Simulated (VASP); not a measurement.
# GaP (rocksalt type) (Fm-3m) in VASP: single point with LDA

Aim: the single point of GaP (rocksalt type) with LDA.

All numbers are computed with VASP 6.6.1; they aren't measurements. Logs are shortened: lines on timing, memory, paths and dates and some standing lists are left out, and cuts for length are marked.

### 1 The cell of the first run

The structure is cubic, space group Fm-3m (No. 225). Conventional cell: a = 4.840 Å, b = 4.840 Å, c = 4.840 Å, α = 90.00°, β = 90.00°, γ = 90.00°. Within 3.2 Å of Ga (site symmetry m-3m) lie 6 P at 2.42 Å. P (site symmetry m-3m) has 6 Ga at 2.42 Å within 3.2 Å.

### 2 Single point, LDA (14.17 Å³/atom)

INCAR reads:

```
  PREC = Accurate
  ENCUT = 500
  EDIFF = 1E-6
  ISMEAR = -1
  SIGMA = 0.1
  LREAL = F
  LASPH = T
  NELM = 120
  ALGO = Normal
  ISIF = 2
  LWAVE = F
  LCHARG = F
  GGA = CA
  NBANDS = 16
  GGA_COMPAT = F
```

KPOINTS reads:

```
Automatic mesh
0
Gamma
  14 14 14
```

POSCAR reads:

```
GaP
1.0
    0.0000000000      2.4200260118      2.4200260118
    2.4200260118      0.0000000000      2.4200260118
    2.4200260118      2.4200260118      0.0000000000
Ga P
1 1
Direct
    0.0000000000      0.0000000000      0.0000000000
    0.5000000000      0.5000000000      0.5000000000
```

Potentials or basis: VASP PAW LDA potentials, release 64 (Ga_d, P).

Started as:

```console
$ cat potpaw_LDA.64/Ga_d/POTCAR potpaw_LDA.64/P/POTCAR > POTCAR
$ mpirun -np 1 vasp_std > vasp.out
```

OUTCAR:

```text
PREC = Accurate
   ENCUT = 500
   EDIFF = 1E-6
   ISMEAR = -1
   LREAL = F
   LASPH = T
   NELM = 120
   ISIF = 2
   GGA = CA

 ion  position               nearest neighbor table
   1  0.000  0.000  0.000-   2 2.42   2 2.42   2 2.42   2 2.42   2 2.42   2 2.42
   2  0.500  0.500  0.500-   1 2.42   1 2.42   1 2.42   1 2.42   1 2.42   1 2.42

  LATTYP: Found a face centered cubic cell.
 ALAT       =     4.8400520236

  Lattice vectors:

 A1 = (   0.0000000000,   2.4200260118,   2.4200260118)
 A2 = (   2.4200260118,   0.0000000000,   2.4200260118)
 A3 = (   2.4200260118,   2.4200260118,   0.0000000000)

Analysis of symmetry for initial positions (statically):
=====================================================================
 Subroutine PRICEL returns:
 Original cell was already a primitive cell.

 Routine SETGRP: Setting up the symmetry group for a
 face centered cubic supercell.

 Subroutine GETGRP returns: Found 48 space group operations
 (whereof 48 operations were pure point group operations)
 out of a pool of 48 trial point group operations.

The static configuration has the point symmetry O_h .

Analysis of symmetry for dynamics (positions and initial velocities):
=====================================================================
 Subroutine PRICEL returns:
 Original cell was already a primitive cell.

 Routine SETGRP: Setting up the symmetry group for a
 face centered cubic supercell.

 Subroutine GETGRP returns: Found 48 space group operations
 (whereof 48 operations were pure point group operations)
 out of a pool of 48 trial point group operations.

The dynamic configuration has the point symmetry O_h .

 Subroutine INISYM returns: Found 48 space group operations
 (whereof 48 operations are pure point group operations),
 and found     1 'primitive' translations

----------------------------------------------------------------------------------------

                                     Primitive cell

  volume of cell :      28.3459

  direct lattice vectors                    reciprocal lattice vectors
     0.000000000  2.420026012  2.420026012    -0.206609349  0.206609349  0.206609349
     2.420026012  0.000000000  2.420026012     0.206609349 -0.206609349  0.206609349
     2.420026012  2.420026012  0.000000000     0.206609349  0.206609349 -0.206609349

  length of vectors
     3.422433607  3.422433607  3.422433607     0.357857891  0.357857891  0.357857891

  position of ions in fractional coordinates (direct lattice)
     0.000000000  0.000000000  0.000000000
     0.500000000  0.500000000  0.500000000

  ion indices of the primitive-cell ions
   primitive index   ion index
                 1           1
                 2           2

----------------------------------------------------------------------------------------

 KPOINTS: Automatic mesh

Automatic generation of k-mesh.
 Grid dimensions read from file:
 generate k-points for:   14   14   14

 Generating k-lattice:

  Cartesian coordinates                     Fractional coordinates (reciprocal lattice)
    -0.014757811  0.014757811  0.014757811     0.071428571  0.000000000  0.000000000
     0.014757811 -0.014757811  0.014757811     0.000000000  0.071428571  0.000000000
     0.014757811  0.014757811 -0.014757811     0.000000000  0.000000000  0.071428571

  Length of vectors
     0.025561278  0.025561278  0.025561278

  Shift w.r.t. Gamma in fractional coordinates (k-lattice)
     0.000000000  0.000000000  0.000000000

 Subroutine IBZKPT returns following result:
 ===========================================

 Found    104 irreducible k-points:

 Following reciprocal coordinates:
            Coordinates               Weight
  0.000000  0.000000  0.000000      1.000000
  0.071429  0.000000  0.000000      8.000000
  0.142857  0.000000  0.000000      8.000000
  0.214286  0.000000  0.000000      8.000000
  0.285714  0.000000  0.000000      8.000000
  0.357143  0.000000  0.000000      8.000000
[... 16 lines left out ...]
  0.214286  0.142857  0.000000     24.000000
  0.285714  0.142857  0.000000     24.000000
 [... further k-points ...]
   k-points           NKPTS =    104   k-points in BZ     NKDIM =    104   number of bands    NBANDS=     16
   number of dos      NEDOS =    301   number of ions     NIONS =      2
   total plane-waves  NPLWV =  21952
   dimension x,y,z NGX =    28 NGY =   28 NGZ =   28
   dimension x,y,z NGXF=    56 NGYF=   56 NGZF=   56
   ions per type =               1   1
   NGX,Y,Z   is equivalent  to a cutoff of  13.60, 13.60, 13.60 a.u.
   NGXF,Y,Z  is equivalent  to a cutoff of  27.20, 27.20, 27.20 a.u.
 SYSTEM =  unknown system
   PREC   = accura    normal or accurate (medium, high low for compatibility)
   ISTART =      0    job   : 0-new  1-cont  2-samecut
   ICHARG =      2    charge: 1-file 2-atom 10-const
   ISPIN  =      1    spin polarized calculation?
   LNONCOLLINEAR =      F non collinear calculations
   LSORBIT =      F    spin-orbit coupling
   LASPH  =      T    aspherical Exc in radial PAW
   ENCUT  =  500.0 eV  36.75 Ry    6.06 a.u.   6.24  6.24  6.24*2*pi/ulx,y,z
   NELM   =    120;   NELMIN=  2; NELMDL= -5     # of ELM steps
   EDIFF  = 0.1E-05   stopping-criterion for ELM
   LREAL  =      F    real-space projection
[... 7 lines left out ...]
   TEBEG  =    0.0;   TEEND  =   0.0 temperature during run
   PSTRESS=    0.0 pullay stress
   NELECT =      18.0000    total number of electrons
   NUPDOWN=      -1.0000    fix difference up-down
   EMIN   =  10.00;   EMAX   =-10.00  energy-range for DOS
   EFERMI =   0.00;   METHOD = LEGACY
   ISMEAR =    -1;   SIGMA  =   0.10  broadening in eV -4-tet -1-fermi 0-gaus
   EFERMI_NEDOS =   21; number of points for ismear=-14 and -15
   IALGO  =     38    algorithm
   IMIX   =      4    mixing-type and parameters
     AMIX     =   0.40;   BMIX     =  1.00
     AMIX_MAG =   1.60;   BMIX_MAG =  1.00
  volume/ion in A,a.u.               =      14.17        95.64
  Fermi-wavevector in a.u.,A,eV,Ry     =   1.407135  2.659099 26.939912  1.980028
  Thomas-Fermi vector in A             =   2.529424
   LORBIT       =      0    0 simple, 1 ext, 2 COOP (PROOUT), +10 PAW based schemes
   GGA     = CA    functional components
   LHFCALC =     F    Hartree Fock is set to
   AEXX    =    0.0000 exact exchange contribution
   IVDW    =     0    specifies the selected vdW correction
   LEPSILON=     F    determine dielectric tensor
   LRPA    =     F    only Hartree local field effects (RPA)
 non-spin polarized calculation
  energy-cutoff  :      500.00
  volume of cell :       28.35
 maximum number of plane-waves:       736
 NGX is ok and might be reduce to    28
   NGX = 13   NGY = 13   NGZ = 13

 number of electron      17.9999990 magnetization

 Free energy of the ion-electron system (eV)
  ---------------------------------------------------
  ext. energy  EPLUGINS =         0.00000000
  ---------------------------------------------------
  free energy    TOTEN  =        -9.57691061 eV

  energy without entropy =       -9.54907955  energy(sigma->0) =       -9.56299508

 E-fermi :   8.7227     XC(G=0): -12.1358

 val. band max:        8.6876797052   @ k =   0.2143   0.1429   0.0714
 cond. band min:       8.7517635208   @ k =   0.3571   0.0000   0.0000
 fundamental gap:      0.0640838155
 Fermi energy:         8.7226953810

 k-point     1 :       0.0000    0.0000    0.0000
  band No.  band energies     occupation
      1      -6.4112      2.00000
      2      -6.4112      2.00000
      3      -6.3737      2.00000
      4      -6.3737      2.00000
      5      -6.3737      2.00000
      6      -6.2626      2.00000
[... 8 lines left out ...]
     15      18.3887      0.00000
     16      18.3887      0.00000

 k-point     2 :       0.0714    0.0000    0.0000
  band No.  band energies     occupation
      1      -6.4137      2.00000
      2      -6.4137      2.00000
      3      -6.3752      2.00000
      4      -6.3704      2.00000
      5      -6.3704      2.00000
      6      -6.1708      2.00000
[... 8 lines left out ...]
     15      17.1853      0.00000
     16      18.2776      0.00000

 k-point     3 :       0.1429    0.0000    0.0000
  band No.  band energies     occupation
      1      -6.4223      2.00000
      2      -6.4223      2.00000
      3      -6.3812      2.00000
      4      -6.3594      2.00000
      5      -6.3594      2.00000
      6      -5.8946      2.00000
[... 8 lines left out ...]
     15      16.7429      0.00000
     16      17.9990      0.00000

 k-point     4 :       0.2143    0.0000    0.0000
  band No.  band energies     occupation
      1      -6.4364      2.00000
      2      -6.4364      2.00000
      3      -6.3904      2.00000
      4      -6.3418      2.00000
      5      -6.3418      2.00000
      6      -5.4384      2.00000
[... 8 lines left out ...]
     15      17.4968      0.00000
     16      18.1086      0.00000

 k-point     5 :       0.2857    0.0000    0.0000
  band No.  band energies     occupation
      1      -6.4527      2.00000
      2      -6.4527      2.00000
      3      -6.4007      2.00000
      4      -6.3215      2.00000
      5      -6.3215      2.00000
      6      -4.8121      2.00000
[... 8 lines left out ...]
     15      18.6046      0.00000
     16      19.0840      0.00000

 k-point     6 :       0.3571    0.0000    0.0000
  band No.  band energies     occupation
      1      -6.4676      2.00000
      2      -6.4676      2.00000
      3      -6.4099      2.00000
      4      -6.3028      2.00000
      5      -6.3028      2.00000
      6      -4.0408      2.00000
[... 8 lines left out ...]
     15      19.9186      0.00000
     16      20.5304      0.00000

 k-point     7 :       0.4286    0.0000    0.0000
  band No.  band energies     occupation
      1      -6.4780      2.00000
      2      -6.4780      2.00000
      3      -6.4162      2.00000
      4      -6.2898      2.00000
      5      -6.2898      2.00000
      6      -3.2092      2.00000
[... 8 lines left out ...]
     15      21.2657      0.00000
     16      22.0816      0.00000

 k-point     8 :       0.5000    0.0000    0.0000
  band No.  band energies     occupation
      1      -6.4817      2.00000
      2      -6.4817      2.00000
      3      -6.4184      2.00000
      4      -6.2851      2.00000
      5      -6.2851      2.00000
      6      -2.7225      2.00000
[... 8 lines left out ...]
     15      22.0097      0.00000
     16      23.0398      0.00000

 k-point     9 :       0.0714    0.0714    0.0000
  band No.  band energies     occupation
      1      -6.4249      2.00000
      2      -6.4087      2.00000
      3      -6.3771      2.00000
      4      -6.3684      2.00000
      5      -6.3684      2.00000
      6      -6.1360      2.00000
[... 8 lines left out ...]
     15      18.7030      0.00000
     16      18.7030      0.00000
[... 172 lines left out ...]
 k-point    19 :      -0.2143    0.0714    0.0000
  band No.  band energies     occupation
      1      -6.4483      2.00000
      2      -6.4443      2.00000
      3      -6.3898      2.00000
      4      -6.3396      2.00000
      5      -6.3345      2.00000
      6      -5.1573      2.00000
[... 8 lines left out ...]
     15      18.2150      0.00000
     16      19.6338      0.00000

 k-point    20 :      -0.1429    0.0714    0.0000
  band No.  band energies     occupation
      1      -6.4339      2.00000
      2      -6.4281      2.00000
      3      -6.3815      2.00000
      4      -6.3562      2.00000
      5      -6.3528      2.00000
      6      -5.6735      2.00000
[... 8 lines left out ...]
     15      18.2346      0.00000
     16      18.6894      0.00000

 k-point    21 :      -0.0714    0.0714    0.0000
  band No.  band energies     occupation
      1      -6.4221      2.00000
      2      -6.4169      2.00000
      3      -6.3766      2.00000
      4      -6.3667      2.00000
      5      -6.3649      2.00000
      6      -6.0140      2.00000
[... 8 lines left out ...]
     15      17.4707      0.00000
     16      18.7889      0.00000

 k-point    22 :       0.1429    0.1429    0.0000
  band No.  band energies     occupation
      1      -6.4754      2.00000
      2      -6.4017      2.00000
      3      -6.3866      2.00000
      4      -6.3531      2.00000
      5      -6.3531      2.00000
      6      -5.7451      2.00000
[... 8 lines left out ...]
     15      19.5116      0.00000
     16      19.6602      0.00000

 k-point    23 :       0.2143    0.1429    0.0000
  band No.  band energies     occupation
      1      -6.5045      2.00000
      2      -6.4030      2.00000
      3      -6.3914      2.00000
      4      -6.3447      2.00000
      5      -6.3385      2.00000
      6      -5.3967      2.00000
[... 8 lines left out ...]
     15      19.1558      0.00000
     16      19.9953      0.00000

 k-point    24 :       0.2857    0.1429    0.0000
  band No.  band energies     occupation
      1      -6.5253      2.00000
      2      -6.4135      2.00000
      3      -6.3941      2.00000
      4      -6.3379      2.00000
      5      -6.3183      2.00000
      6      -4.8771      2.00000
[... 8 lines left out ...]
     15      19.8576      0.00000
     16      20.4743      0.00000

 [... further k-points ...]
[... 5 lines left out ...]
  --------------------------------------------------------------------------------------
  -------------------------------------------------------------------------------------
  Total        3.1883205      3.1883205      3.1883205     -0.0000000      0.0000000     -0.0000000
  in kB      180.2114784    180.2114784    180.2114784     -0.0000000      0.0000000     -0.0000000
  external PRESSURE =     180.2114784 kB  Pullay stress =       0.0000000 kB

 VOLUME and BASIS-vectors are now :
 -----------------------------------------------------------------------------
  energy-cutoff  :      500.00
  volume of cell :       28.35
      direct lattice vectors                 reciprocal lattice vectors
     0.000000000  2.420026012  2.420026012    -0.206609349  0.206609349  0.206609349
     2.420026012  0.000000000  2.420026012     0.206609349 -0.206609349  0.206609349
     2.420026012  2.420026012  0.000000000     0.206609349  0.206609349 -0.206609349

 POSITION                                       TOTAL-FORCE (eV/Angst)
 -----------------------------------------------------------------------------------
      0.00000      0.00000      0.00000         0.000000      0.000000     -0.000000
      2.42003      2.42003      2.42003        -0.000000     -0.000000      0.000000
 -----------------------------------------------------------------------------------
    total drift:                               -0.000000      0.000000      0.000000

  FREE ENERGIE OF THE ION-ELECTRON SYSTEM (eV)
  ---------------------------------------------------
  free  energy   TOTEN  =        -9.5769106130 eV

  energy  without entropy=       -9.5490795494  energy(sigma->0) =       -9.56299508
```

It took 46 s on 1 thread of Intel Xeon Platinum 8259CL at 2.50GHz (Skylake/Cascade Lake), shared host; peak memory 0.17 GiB.

What came out:

```
Free energy            : -9.5769 eV
Pressure               : 18.0 GPa
Band gap on the k mesh : zero (bands 9 and 10 overlap by 3.67 eV)
```

Caveat: the cell stands under pressure.

The gap in the log of VASP goes by the Fermi energy; the results here count the filled bands.